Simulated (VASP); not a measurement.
# HCl (Fmmm) in VASP: single point with PBEsol

Aim: the single point of HCl with PBEsol.

Everything below comes from runs of VASP 6.6.1. Logs are shortened: lines on timing, memory, paths and dates and some standing lists are left out, and cuts for length are marked.

## Step 1: The cell of the first run

Symmetry: Fmmm, No. 69, orthorhombic system. Conventional cell: a = 5.030 Å, b = 5.350 Å, c = 5.710 Å, α = 90.00°, β = 90.00°, γ = 90.00°. Within 3.3 Å of H (site symmetry mmm) lie 6 Cl at 2.52 to 2.85 Å. Within 3.3 Å of Cl (site symmetry mmm) lie 6 H at 2.52 to 2.85 Å.

## Step 2: Single point, PBEsol

The input, INCAR:

```
ALGO = Normal ; EDIFF = 1E-6
ENCUT = 520 ; GGA = PS
ISIF = 2 ; ISMEAR = 0
LASPH = T ; LCHARG = F
LREAL = F ; LWAVE = F
NBANDS = 11 ; NELM = 60
PREC = Accurate ; SIGMA = 0.15
```

The input, KPOINTS:

```
k-points
0
Gamma
  18 18 18
```

The input, POSCAR:

```
HCl
1.0
    0.0000000000      2.6750000000      2.8550000000
    2.5150000000      0.0000000000      2.8550000000
    2.5150000000      2.6750000000      0.0000000000
H Cl
1 1
Direct
    0.0000000000      0.0000000000      0.0000000000
    0.5000000000      0.5000000000      0.5000000000
```

Potentials or basis: VASP PAW PBE potentials, release 64 (H, Cl).

Launch:

```sh
$ cat potpaw_PBE.64/H/POTCAR potpaw_PBE.64/Cl/POTCAR > POTCAR
$ mpirun -np 1 vasp_std > vasp.out
```

OUTCAR:

```text
EDIFF = 1E-6
   ENCUT = 520
   GGA = PS
   ISIF = 2
   ISMEAR = 0
   LASPH = T
   LREAL = F
   NELM = 60
   PREC = Accurate

 ion  position               nearest neighbor table
   1  0.000  0.000  0.000-
   2  0.500  0.500  0.500-

  LATTYP: Found a face centered orthorhombic cell.
 ALAT       =     5.0300000000
 B/A-ratio  =     1.0636182903
 C/A-ratio  =     1.1351888668

  Lattice vectors:

 A1 = (   0.0000000000,   2.6750000000,   2.8550000000)
 A2 = (   2.5150000000,   0.0000000000,   2.8550000000)
 A3 = (   2.5150000000,   2.6750000000,   0.0000000000)

Analysis of symmetry for initial positions (statically):
=====================================================================
 Subroutine PRICEL returns:
 Original cell was already a primitive cell.

 Routine SETGRP: Setting up the symmetry group for a
 face centered orthorhombic supercell.

 Subroutine GETGRP returns: Found  8 space group operations
 (whereof  8 operations were pure point group operations)
 out of a pool of  8 trial point group operations.

The static configuration has the point symmetry D_2h.

Analysis of symmetry for dynamics (positions and initial velocities):
=====================================================================
 Subroutine PRICEL returns:
 Original cell was already a primitive cell.

 Routine SETGRP: Setting up the symmetry group for a
 face centered orthorhombic supercell.

 Subroutine GETGRP returns: Found  8 space group operations
 (whereof  8 operations were pure point group operations)
 out of a pool of  8 trial point group operations.

The dynamic configuration has the point symmetry D_2h.

 Subroutine INISYM returns: Found  8 space group operations
 (whereof  8 operations are pure point group operations),
 and found     1 'primitive' translations

----------------------------------------------------------------------------------------

                                     Primitive cell

  volume of cell :      38.4147

  direct lattice vectors                    reciprocal lattice vectors
     0.000000000  2.675000000  2.855000000    -0.198807157  0.186915888  0.175131349
     2.515000000  0.000000000  2.855000000     0.198807157 -0.186915888  0.175131349
     2.515000000  2.675000000  0.000000000     0.198807157  0.186915888 -0.175131349

  length of vectors
     3.912371404  3.804766747  3.671627704     0.324241922  0.324241922  0.324241922

  position of ions in fractional coordinates (direct lattice)
     0.000000000  0.000000000  0.000000000
     0.500000000  0.500000000  0.500000000

  ion indices of the primitive-cell ions
   primitive index   ion index
                 1           1
                 2           2

----------------------------------------------------------------------------------------

 KPOINTS: k-points

Automatic generation of k-mesh.
 Grid dimensions read from file:
 generate k-points for:   18   18   18

 Generating k-lattice:

  Cartesian coordinates                     Fractional coordinates (reciprocal lattice)
    -0.011044842  0.010384216  0.009729519     0.055555556  0.000000000  0.000000000
     0.011044842 -0.010384216  0.009729519     0.000000000  0.055555556  0.000000000
     0.011044842  0.010384216 -0.009729519     0.000000000  0.000000000  0.055555556

  Length of vectors
     0.018013440  0.018013440  0.018013440

  Shift w.r.t. Gamma in fractional coordinates (k-lattice)
     0.000000000  0.000000000  0.000000000

 Subroutine IBZKPT returns following result:
 ===========================================

 Found    865 irreducible k-points:

 Following reciprocal coordinates:
            Coordinates               Weight
  0.000000  0.000000  0.000000      1.000000
  0.055556 -0.000000 -0.000000      8.000000
  0.111111 -0.000000 -0.000000      8.000000
  0.166667  0.000000  0.000000      8.000000
  0.222222  0.000000  0.000000      8.000000
  0.277778 -0.000000  0.000000      8.000000
[... 16 lines left out ...]
 -0.277778  0.055556  0.000000      8.000000
 -0.222222  0.055556  0.000000      8.000000
 [... further k-points ...]
   k-points           NKPTS =    865   k-points in BZ     NKDIM =    865   number of bands    NBANDS=     11
   number of dos      NEDOS =    301   number of ions     NIONS =      2
   total plane-waves  NPLWV =  23520
   dimension x,y,z NGX =    30 NGY =   28 NGZ =   28
   dimension x,y,z NGXF=    60 NGYF=   56 NGZF=   56
   ions per type =               1   1
   NGX,Y,Z   is equivalent  to a cutoff of  12.75, 12.23, 12.68 a.u.
   NGXF,Y,Z  is equivalent  to a cutoff of  25.50, 24.47, 25.36 a.u.
 SYSTEM =  unknown system
   PREC   = accura    normal or accurate (medium, high low for compatibility)
   ISTART =      0    job   : 0-new  1-cont  2-samecut
   ICHARG =      2    charge: 1-file 2-atom 10-const
   ISPIN  =      1    spin polarized calculation?
   LNONCOLLINEAR =      F non collinear calculations
   LSORBIT =      F    spin-orbit coupling
   LASPH  =      T    aspherical Exc in radial PAW
   ENCUT  =  520.0 eV  38.22 Ry    6.18 a.u.   7.27  7.07  6.83*2*pi/ulx,y,z
   NELM   =     60;   NELMIN=  2; NELMDL= -5     # of ELM steps
   EDIFF  = 0.1E-05   stopping-criterion for ELM
   LREAL  =      F    real-space projection
   EDIFFG = 0.1E-04   stopping-criterion for IOM
   NSW    =      0    number of steps for IOM
   IBRION =     -1    ionic relax: 0-MD 1-quasi-New 2-CG
   NFREE  =      0    steps in history (QN), initial steepest desc. (CG)
   ISIF   =      2    stress and relaxation
   ISYM   =      2    0-nonsym 1-usesym 2-fastsym
   POTIM  = 0.5000    time-step for ionic-motion
   TEBEG  =    0.0;   TEEND  =   0.0 temperature during run
   PSTRESS=    0.0 pullay stress
   NELECT =       8.0000    total number of electrons
   NUPDOWN=      -1.0000    fix difference up-down
   EMIN   =  10.00;   EMAX   =-10.00  energy-range for DOS
   EFERMI =   0.00;   METHOD = LEGACY
   ISMEAR =     0;   SIGMA  =   0.15  broadening in eV -4-tet -1-fermi 0-gaus
   EFERMI_NEDOS =   21; number of points for ismear=-14 and -15
   IALGO  =     38    algorithm
   IMIX   =      4    mixing-type and parameters
     AMIX     =   0.40;   BMIX     =  1.00
     AMIX_MAG =   1.60;   BMIX_MAG =  1.00
  volume/ion in A,a.u.               =      19.21       129.62
  Fermi-wavevector in a.u.,A,eV,Ry     =   0.970373  1.833740 12.811579  0.941624
  Thomas-Fermi vector in A             =   2.100503
   LORBIT       =      0    0 simple, 1 ext, 2 COOP (PROOUT), +10 PAW based schemes
   GGA     = PS    functional components
   LHFCALC =     F    Hartree Fock is set to
   AEXX    =    0.0000 exact exchange contribution
   IVDW    =     0    specifies the selected vdW correction
   LEPSILON=     F    determine dielectric tensor
   LRPA    =     F    only Hartree local field effects (RPA)
 non-spin polarized calculation
 Gauss-broadening in eV      SIGMA  =   0.15
  energy-cutoff  :      520.00
  volume of cell :       38.41
 maximum number of plane-waves:      1056
 NGX is ok and might be reduce to    30
   NGX = 15   NGY = 15   NGZ = 13

 number of electron       7.9999999 magnetization

 Free energy of the ion-electron system (eV)
  ---------------------------------------------------
  ext. energy  EPLUGINS =         0.00000000
  ---------------------------------------------------
  free energy    TOTEN  =        -3.26704388 eV

  energy without entropy =       -3.26414099  energy(sigma->0) =       -3.26559244

 E-fermi :  -1.7453     XC(G=0):  -8.0573

 val. band max:       -1.7852511504   @ k =   0.5000   0.0000   0.4444
 cond. band min:      -1.7177005983   @ k =  -0.4444   0.0556   0.5000
 fundamental gap:      0.0675505521
 Fermi energy:        -1.7453033002

 k-point     1 :       0.0000    0.0000    0.0000
  band No.  band energies     occupation
      1     -15.1047      2.00000
      2      -2.0338      1.99348
      3      -1.9106      1.88083
      4      -1.8559      1.70307
      5      -1.8085      1.44900
      6       9.5036      0.00000
      7      10.3319      0.00000
      8      10.8688      0.00000
      9      11.3300      0.00000
     10      12.8140      0.00000
     11      13.9073      0.00000

 k-point     2 :       0.0556   -0.0000   -0.0000
  band No.  band energies     occupation
      1     -15.0917      2.00000
      2      -2.4556      2.00000
      3      -1.9406      1.93437
      4      -1.8356      1.60538
      5      -1.4074      0.00145
      6       9.4236      0.00000
      7      10.3197      0.00000
      8      10.8093      0.00000
      9      11.2784      0.00000
     10      12.5582      0.00000
     11      13.9068      0.00000

 k-point     3 :       0.1111   -0.0000   -0.0000
  band No.  band energies     occupation
      1     -15.0538      2.00000
      2      -2.9735      2.00000
      3      -1.9496      1.94595
      4      -1.8680      1.75252
      5      -0.9347      0.00000
      6       9.1028      0.00000
      7      10.2700      0.00000
      8      10.7038      0.00000
      9      11.3052      0.00000
     10      12.2048      0.00000
     11      13.2791      0.00000

 k-point     4 :       0.1667    0.0000    0.0000
  band No.  band energies     occupation
      1     -14.9945      2.00000
      2      -3.4789      2.00000
      3      -1.9633      1.96017
      4      -1.9161      1.89276
      5      -0.4993      0.00000
      6       8.5347      0.00000
      7      10.2284      0.00000
      8      10.6157      0.00000
      9      11.3425      0.00000
     10      12.1691      0.00000
     11      12.8022      0.00000

 k-point     5 :       0.2222    0.0000    0.0000
  band No.  band energies     occupation
      1     -14.9197      2.00000
      2      -3.9521      2.00000
      3      -1.9892      1.97853
      4      -1.9645      1.96125
      5      -0.1124      0.00000
      6       7.8924      0.00000
      7      10.0047      0.00000
      8      10.7017      0.00000
      9      11.1851      0.00000
     10      12.5107      0.00000
     11      12.7586      0.00000
[... 211 lines left out ...]
 k-point    21 :      -0.3889    0.0556   -0.0000
  band No.  band energies     occupation
      1     -14.6624      2.00000
      2      -5.0834      2.00000
      3      -2.2169      1.99999
      4      -2.0079      1.98671
      5       0.7780      0.00000
      6       6.3787      0.00000
      7       9.0243      0.00000
      8       9.9944      0.00000
      9      12.1540      0.00000
     10      14.2164      0.00000
     11      15.4980      0.00000

 k-point    22 :      -0.3333    0.0556   -0.0000
  band No.  band energies     occupation
      1     -14.7193      2.00000
      2      -4.8791      2.00000
      3      -2.1751      1.99995
      4      -1.9875      1.97761
      5       0.6395      0.00000
      6       6.7128      0.00000
      7       9.1864      0.00000
      8      10.1974      0.00000
      9      11.6500      0.00000
     10      13.5572      0.00000
     11      14.7229      0.00000

 k-point    23 :      -0.2778    0.0556    0.0000
  band No.  band energies     occupation
      1     -14.7933      2.00000
      2      -4.5847      2.00000
      3      -2.1165      1.99953
      4      -1.9667      1.96313
      5       0.4238      0.00000
      6       7.1846      0.00000
      7       9.4131      0.00000
      8      10.5109      0.00000
      9      11.1949      0.00000
     10      12.9314      0.00000
     11      13.9227      0.00000

 k-point    24 :      -0.2222    0.0556    0.0000
  band No.  band energies     occupation
      1     -14.8745      2.00000
      2      -4.2165      2.00000
      3      -2.0470      1.99555
      4      -1.9476      1.94345
      5       0.1385      0.00000
      6       7.7702      0.00000
      7       9.6688      0.00000
      8      10.8508      0.00000
      9      10.9169      0.00000
     10      12.4077      0.00000
     11      13.2307      0.00000

 [... further k-points ...]
[... 5 lines left out ...]
  --------------------------------------------------------------------------------------
  -------------------------------------------------------------------------------------
  Total       -3.8694386     -2.4405522     -1.4966883      0.0000000      0.0000000      0.0000000
  in kB     -161.3840677   -101.7889874    -62.4229161      0.0000000      0.0000000      0.0000000
  external PRESSURE =    -108.5319904 kB  Pullay stress =       0.0000000 kB

 VOLUME and BASIS-vectors are now :
 -----------------------------------------------------------------------------
  energy-cutoff  :      520.00
  volume of cell :       38.41
      direct lattice vectors                 reciprocal lattice vectors
     0.000000000  2.675000000  2.855000000    -0.198807157  0.186915888  0.175131349
     2.515000000  0.000000000  2.855000000     0.198807157 -0.186915888  0.175131349
     2.515000000  2.675000000  0.000000000     0.198807157  0.186915888 -0.175131349

 POSITION                                       TOTAL-FORCE (eV/Angst)
 -----------------------------------------------------------------------------------
      0.00000      0.00000      0.00000         0.000000      0.000000      0.000000
      2.51500      2.67500      2.85500        -0.000000     -0.000000      0.000000
 -----------------------------------------------------------------------------------
    total drift:                                0.000000     -0.000000      0.000000

  FREE ENERGIE OF THE ION-ELECTRON SYSTEM (eV)
  ---------------------------------------------------
  free  energy   TOTEN  =        -3.2670438843 eV

  energy  without entropy=       -3.2641409895  energy(sigma->0) =       -3.26559244
```

Wall time 4.5 min (1 thread of AMD EPYC 7R13 (Zen 3), shared host); peak memory 0.39 GiB.

Results:

| Quantity | Value |
| --- | --- |
| Free energy | -3.2670 eV |
| Pressure | -10.9 GPa |
| Band gap on the k mesh | zero (bands 4 and 5 overlap by 0.25 eV) |

Levels at points of the mesh, in eV from the Fermi level:
| k point | band 2 | band 3 | band 4 | band 5 | band 6 | band 7 |
| --- | --- | --- | --- | --- | --- | --- |
| (0.00, 0.00, 0.00) | -0.29 | -0.17 | -0.11 | -0.06 | 11.25 | 12.08 |
| (0.50, 0.00, 0.00) | -3.47 | -0.44 | -0.28 | 2.61 | 7.81 | 10.67 |
| (0.50, 0.50, 0.00) | -2.08 | -0.89 | -0.59 | -0.17 | 9.53 | 11.69 |
| (0.50, 0.00, 0.50) | -2.13 | -1.18 | -0.58 | -0.27 | 9.34 | 12.41 |
| (0.00, 0.50, 0.50) | -2.14 | -1.15 | -0.84 | -0.33 | 9.02 | 13.16 |

Caveat: the cell stands under tension; the PAW data sets were made with another functional, which shifts forces and pressure a little.
